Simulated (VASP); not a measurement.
# Cd3SeS2 (P4/mmm) in VASP: a series of runs

Cd3SeS2 is run at these levels: PBE; tasks: relaxation of cell and atoms, single point.

Everything below comes from runs of VASP 6.6.1. Logs are shortened: lines on timing, memory, paths and dates and some standing lists are left out, and cuts for length are marked.

## 1. The cell of the first run

Symmetry: P4/mmm, No. 123, tetragonal system. The conventional cell has a = 3.398 Å, b = 3.398 Å, c = 10.828 Å, α = 90.00°, β = 90.00°, γ = 90.00°. Within 3.7 Å of Cd (site symmetry 4mm) lie 4 S at 2.84 Å and 4 Se at 3.22 Å and 5 Cd at 3.28 to 3.40 Å. Within 3.9 Å of Cd (site symmetry 4/mmm) lie 8 S at 2.98 Å and 6 Cd at 3.28 to 3.40 Å. Se (site symmetry 4/mmm) has 8 Cd at 3.22 Å and 4 Se at 3.40 Å and 2 S at 3.64 Å within 4.2 Å. Within 3.7 Å of S (site symmetry 4mm) lie 8 Cd at 2.84 to 2.98 Å and 5 S at 3.40 to 3.54 Å and 1 Se at 3.64 Å.

## 2. Relaxation of cell and atoms, PBE

Contents of INCAR:

```
PREC     = Accurate       # precision mode
ENCUT    = 600            # plane-wave cutoff, eV
EDIFF    = 1E-6           # SCF threshold, eV
ISMEAR   = 0              # smearing method
SIGMA    = 0.1            # smearing width, eV
LREAL    = F              # projectors in reciprocal space
LASPH    = T              # aspherical terms in the spheres
NELM     = 100            # most SCF steps
ALGO     = Normal         # electronic algorithm
ISIF     = 3              # what is computed and relaxed
LWAVE    = F              # write WAVECAR
LCHARG   = F              # write CHGCAR
GGA      = PE             # functional
IBRION   = 2              # ionic algorithm
NSW      = 90             # ionic steps
EDIFFG   = -0.04          # ionic threshold
```

Contents of KPOINTS:

```
regular mesh
0
Gamma
  6 6 2
```

Contents of POSCAR:

```
Cd3SeS2
1.0
    3.3981807923      0.0000000000      0.0000000000
    0.0000000000      3.3981807923      0.0000000000
    0.0000000000      0.0000000000     10.8283851659
Cd Se S
3 1 2
Direct
    0.5000000000      0.5000000000      0.1974736056
    0.5000000000      0.5000000000      0.5000000000
    0.5000000000      0.5000000000      0.8025263944
    0.0000000000      0.0000000000      0.0000000000
    0.0000000000      0.0000000000      0.3366052653
    0.0000000000      0.0000000000      0.6633947347
```

Potentials or basis: VASP PAW PBE potentials, release 64 (Cd, Se, S).

On the command line:

```
$ cat potpaw_PBE.64/Cd/POTCAR potpaw_PBE.64/Se/POTCAR potpaw_PBE.64/S/POTCAR > POTCAR
$ mpirun -np 1 vasp_std > vasp.out
```

OUTCAR:

```text
PREC = Accurate
   ENCUT = 600
   EDIFF = 1E-6
   ISMEAR = 0
   LREAL = F
   LASPH = T
   NELM = 100
   ISIF = 3
   GGA = PE
   IBRION = 2
   NSW = 90
   EDIFFG = -0.04

 ion  position               nearest neighbor table
   1  0.500  0.500  0.197-   5 2.84   5 2.84   5 2.84   5 2.84   4 3.22   4 3.22   4 3.22   4 3.22
                             2 3.28
   2  0.500  0.500  0.500-   5 2.98   6 2.98   5 2.98   6 2.98   5 2.98   6 2.98   5 2.98   6 2.98
                             1 3.28   3 3.28
   3  0.500  0.500  0.803-   6 2.84   6 2.84   6 2.84   6 2.84   4 3.22   4 3.22   4 3.22   4 3.22
                             2 3.28
   4  0.000  0.000  0.000-   1 3.22   3 3.22   1 3.22   3 3.22   1 3.22   3 3.22   1 3.22   3 3.22

   5  0.000  0.000  0.337-   1 2.84   1 2.84   1 2.84   1 2.84   2 2.98   2 2.98   2 2.98   2 2.98

   6  0.000  0.000  0.663-   3 2.84   3 2.84   3 2.84   3 2.84   2 2.98   2 2.98   2 2.98   2 2.98

  LATTYP: Found a simple tetragonal cell.
 ALAT       =     3.3981807923
 C/A-ratio  =     3.1865241515

  Lattice vectors:

 A1 = (   3.3981807923,   0.0000000000,   0.0000000000)
 A2 = (   0.0000000000,   3.3981807923,   0.0000000000)
 A3 = (   0.0000000000,   0.0000000000,  10.8283851659)

Analysis of symmetry for initial positions (statically):
=====================================================================
 Subroutine PRICEL returns:
 Original cell was already a primitive cell.

 Routine SETGRP: Setting up the symmetry group for a
 simple tetragonal supercell.

 Subroutine GETGRP returns: Found 16 space group operations
 (whereof 16 operations were pure point group operations)
 out of a pool of 16 trial point group operations.

The static configuration has the point symmetry D_4h.

Analysis of symmetry for dynamics (positions and initial velocities):
=====================================================================
 Subroutine PRICEL returns:
 Original cell was already a primitive cell.

 Routine SETGRP: Setting up the symmetry group for a
 simple tetragonal supercell.

 Subroutine GETGRP returns: Found 16 space group operations
 (whereof 16 operations were pure point group operations)
 out of a pool of 16 trial point group operations.

The dynamic configuration has the point symmetry D_4h.

 Subroutine INISYM returns: Found 16 space group operations
 (whereof 16 operations are pure point group operations),
 and found     1 'primitive' translations

----------------------------------------------------------------------------------------

                                     Primitive cell

  volume of cell :     125.0422

  direct lattice vectors                    reciprocal lattice vectors
     3.398180792  0.000000000  0.000000000     0.294275102  0.000000000  0.000000000
     0.000000000  3.398180792  0.000000000     0.000000000  0.294275102  0.000000000
     0.000000000  0.000000000 10.828385166     0.000000000  0.000000000  0.092349873

  length of vectors
     3.398180792  3.398180792 10.828385166     0.294275102  0.294275102  0.092349873

  position of ions in fractional coordinates (direct lattice)
     0.500000000  0.500000000  0.197473606
     0.500000000  0.500000000  0.500000000
     0.500000000  0.500000000  0.802526394
     0.000000000  0.000000000  0.000000000
     0.000000000  0.000000000  0.336605265
     0.000000000  0.000000000  0.663394735

  ion indices of the primitive-cell ions
   primitive index   ion index
                 1           1
                 2           2
                 3           3
                 4           4
                 5           5
                 6           6

----------------------------------------------------------------------------------------

 KPOINTS: regular mesh

Automatic generation of k-mesh.
 Grid dimensions read from file:
 generate k-points for:    6    6    2

 Generating k-lattice:

  Cartesian coordinates                     Fractional coordinates (reciprocal lattice)
     0.049045850  0.000000000  0.000000000     0.166666667  0.000000000  0.000000000
     0.000000000  0.049045850  0.000000000     0.000000000  0.166666667  0.000000000
     0.000000000  0.000000000  0.046174937     0.000000000  0.000000000  0.500000000

  Length of vectors
     0.049045850  0.049045850  0.046174937

  Shift w.r.t. Gamma in fractional coordinates (k-lattice)
     0.000000000  0.000000000  0.000000000

 Subroutine IBZKPT returns following result:
 ===========================================

 Found     20 irreducible k-points:

 Following reciprocal coordinates:
            Coordinates               Weight
  0.000000  0.000000  0.000000      1.000000
  0.166667  0.000000  0.000000      4.000000
  0.333333  0.000000  0.000000      4.000000
  0.500000  0.000000  0.000000      2.000000
  0.166667  0.166667  0.000000      4.000000
  0.333333  0.166667  0.000000      8.000000
[... 12 lines left out ...]
  0.500000  0.333333  0.500000      4.000000
  0.500000  0.500000  0.500000      1.000000
   k-points           NKPTS =     20   k-points in BZ     NKDIM =     20   number of bands    NBANDS=     32
   number of dos      NEDOS =    301   number of ions     NIONS =      6
   total plane-waves  NPLWV =  70560
   dimension x,y,z NGX =    28 NGY =   28 NGZ =   90
   dimension x,y,z NGXF=    56 NGYF=   56 NGZF=  180
   ions per type =               3   1   2
   NGX,Y,Z   is equivalent  to a cutoff of  13.70, 13.70, 13.82 a.u.
   NGXF,Y,Z  is equivalent  to a cutoff of  27.40, 27.40, 27.64 a.u.
 SYSTEM =  unknown system
   PREC   = accura    normal or accurate (medium, high low for compatibility)
   ISTART =      0    job   : 0-new  1-cont  2-samecut
   ICHARG =      2    charge: 1-file 2-atom 10-const
   ISPIN  =      1    spin polarized calculation?
   LNONCOLLINEAR =      F non collinear calculations
   LSORBIT =      F    spin-orbit coupling
   LASPH  =      T    aspherical Exc in radial PAW
   ENCUT  =  600.0 eV  44.10 Ry    6.64 a.u.   6.79  6.79 21.63*2*pi/ulx,y,z
   NELM   =    100;   NELMIN=  2; NELMDL= -5     # of ELM steps
   EDIFF  = 0.1E-05   stopping-criterion for ELM
   LREAL  =      F    real-space projection
   EDIFFG = -.4E-01   stopping-criterion for IOM
   NSW    =     90    number of steps for IOM
   IBRION =      2    ionic relax: 0-MD 1-quasi-New 2-CG
   NFREE  =      1    steps in history (QN), initial steepest desc. (CG)
   ISIF   =      3    stress and relaxation
   ISYM   =      2    0-nonsym 1-usesym 2-fastsym
   POTIM  = 0.5000    time-step for ionic-motion
   TEBEG  =    0.0;   TEEND  =   0.0 temperature during run
   PSTRESS=    0.0 pullay stress
   NELECT =      54.0000    total number of electrons
   NUPDOWN=      -1.0000    fix difference up-down
   EMIN   =  10.00;   EMAX   =-10.00  energy-range for DOS
   EFERMI =   0.00;   METHOD = LEGACY
   ISMEAR =     0;   SIGMA  =   0.10  broadening in eV -4-tet -1-fermi 0-gaus
   EFERMI_NEDOS =   21; number of points for ismear=-14 and -15
   IALGO  =     38    algorithm
   IMIX   =      4    mixing-type and parameters
     AMIX     =   0.40;   BMIX     =  1.00
     AMIX_MAG =   1.60;   BMIX_MAG =  1.00
  volume/ion in A,a.u.               =      20.84       140.64
  Fermi-wavevector in a.u.,A,eV,Ry     =   1.237430  2.338403 20.833679  1.531232
  Thomas-Fermi vector in A             =   2.371997
   LORBIT       =      0    0 simple, 1 ext, 2 COOP (PROOUT), +10 PAW based schemes
   GGA     = PE    functional components
   LHFCALC =     F    Hartree Fock is set to
   AEXX    =    0.0000 exact exchange contribution
   IVDW    =     0    specifies the selected vdW correction
   LEPSILON=     F    determine dielectric tensor
   LRPA    =     F    only Hartree local field effects (RPA)
 conjugate gradient relaxation of ions
 non-spin polarized calculation
 Gauss-broadening in eV      SIGMA  =   0.10
  energy-cutoff  :      600.00
  volume of cell :      125.04
 maximum number of plane-waves:      4224
 NGX is ok and might be reduce to    28
   NGX = 13   NGY = 13   NGZ = 43

--------------------------------------- Ionic step        1  -------------------------------------------

 number of electron      53.9999991 magnetization

 Free energy of the ion-electron system (eV)
  ---------------------------------------------------
  ext. energy  EPLUGINS =         0.00000000
  ---------------------------------------------------
  free energy    TOTEN  =       -14.06053224 eV

  energy without entropy =      -14.04802996  energy(sigma->0) =      -14.05428110

------------------------ aborting loop because EDIFF is reached ----------------------------------------

  FORCE on cell =-STRESS in cart. coord.  units (eV):
  Direction    XX          YY          ZZ          XY          YZ          ZX
  --------------------------------------------------------------------------------------
  -------------------------------------------------------------------------------------
  Total        0.4056574      0.4056574     -0.0715667      0.0000000      0.0000000      0.0000000
  in kB        5.1977254      5.1977254     -0.9169903      0.0000000      0.0000000      0.0000000
  external PRESSURE =       3.1594868 kB  Pullay stress =       0.0000000 kB
[... 265 lines left out ...]
  energy  without entropy=      -14.0652967151  energy(sigma->0) =      -14.07272362

--------------------------------------- Ionic step        8  -------------------------------------------

 number of electron      54.0000002 magnetization

 Free energy of the ion-electron system (eV)
  ---------------------------------------------------
  ext. energy  EPLUGINS =         0.00000000
  ---------------------------------------------------
  free energy    TOTEN  =       -14.08197261 eV

  energy without entropy =      -14.06749566  energy(sigma->0) =      -14.07473414

 E-fermi :   3.7348     XC(G=0): -10.5658

 val. band max:        3.7018245403   @ k =   0.5000   0.3333   0.5000
 cond. band min:       3.7533408878   @ k =   0.1667   0.0000   0.0000
 fundamental gap:      0.0515163475
 Fermi energy:         3.7348352605

 k-point     1 :       0.0000    0.0000    0.0000
  band No.  band energies     occupation
      1      -9.8559      2.00000
      2      -9.3027      2.00000
      3      -9.1153      2.00000
      4      -5.1993      2.00000
      5      -5.1972      2.00000
      6      -5.1530      2.00000
[... 722 lines left out ...]
  FREE ENERGIE OF THE ION-ELECTRON SYSTEM (eV)
  ---------------------------------------------------
  free  energy   TOTEN  =       -14.0819726084 eV

  energy  without entropy=      -14.0674956638  energy(sigma->0) =      -14.07473414

 reached required accuracy - stopping structural energy minimisation
```

Wall time 7.4 min (1 thread of Intel Xeon Platinum 8259CL at 2.50GHz (Skylake/Cascade Lake), shared host); peak memory 0.31 GiB.

Results:

| Quantity | Value |
| --- | --- |
| Free energy | -14.0820 eV |
| Energy gained by relaxing | 3.6 meV/atom |
| Ionic steps | 8 |
| Pressure after relaxing | -0.1 GPa |
| Largest force after relaxing | 0.035 eV/Å |
| Band gap on the k mesh | zero (band 27 reaches 4.03 eV, above the bottom of band 28 at 2.94 eV) |

Forces on the atoms (eV/Å):
```
Cd   0.000  0.000 -0.026
Cd   0.000  0.000  0.000
Cd   0.000  0.000  0.026
Se   0.000  0.000  0.000
S    0.000  0.000 -0.035
S    0.000  0.000  0.035
```

Stress tensor (GPa, compression positive):
```
-0.22  0.00  0.00
 0.00 -0.22  0.00
 0.00  0.00  0.18
```

Step by step:
```
step  energy change (eV)  largest force (eV/Å)  pressure (GPa)  volume (Å³)
   1              0.0000                0.2205            0.32       125.04
   2             -0.0058                0.1829           -0.12       125.79
   3             -0.0081                0.1294           -0.82       126.99
   4             -0.0112                0.1174           -0.77       126.76
   5             -0.0178                0.0727           -0.55       126.09
   6             -0.0161                0.0614           -0.01       124.75
   7             -0.0196                0.0421           -0.31       125.52
   8             -0.0214                0.0345           -0.09       125.04
```

Final structure:
```
CELL_PARAMETERS angstrom
3.42219 0.00000 0.00000
0.00000 3.42219 0.00000
0.00000 0.00000 10.67672
ATOMIC_POSITIONS crystal
Cd 0.50000 0.50000 0.19008
Cd 0.50000 0.50000 0.50000
Cd 0.50000 0.50000 0.80992
Se 0.00000 0.00000 0.00000
S 0.00000 0.00000 0.33721
S 0.00000 0.00000 0.66279
```

Levels at points of the mesh, in eV from the Fermi level:
```csv
k point,band 23,band 24,band 25,band 26,band 27,band 28,band 29,band 30,band 31,band 32
"(0.00, 0.00, 0.00)",-1.25,-1.25,-0.63,-0.63,-0.10,-0.10,1.70,2.02,5.44,5.65
"(0.50, 0.00, 0.00)",-3.49,-0.37,-0.21,-0.21,-0.19,-0.11,0.47,2.81,3.86,5.78
"(0.50, 0.50, 0.00)",-2.98,-2.98,-1.74,-1.66,-1.15,-0.23,-0.13,0.49,2.53,2.53
"(0.00, 0.00, 0.50)",-1.15,-0.83,-0.83,0.02,0.02,0.22,0.49,3.08,4.08,6.52
"(0.50, 0.00, 0.50)",-1.94,-1.66,-1.37,-0.21,-0.19,0.47,2.13,2.24,4.08,4.24
"(0.50, 0.50, 0.50)",-2.36,-2.36,-2.06,-1.02,-0.84,-0.80,-0.64,1.56,1.56,1.68
```

(Part 1 of 2 ends here.)
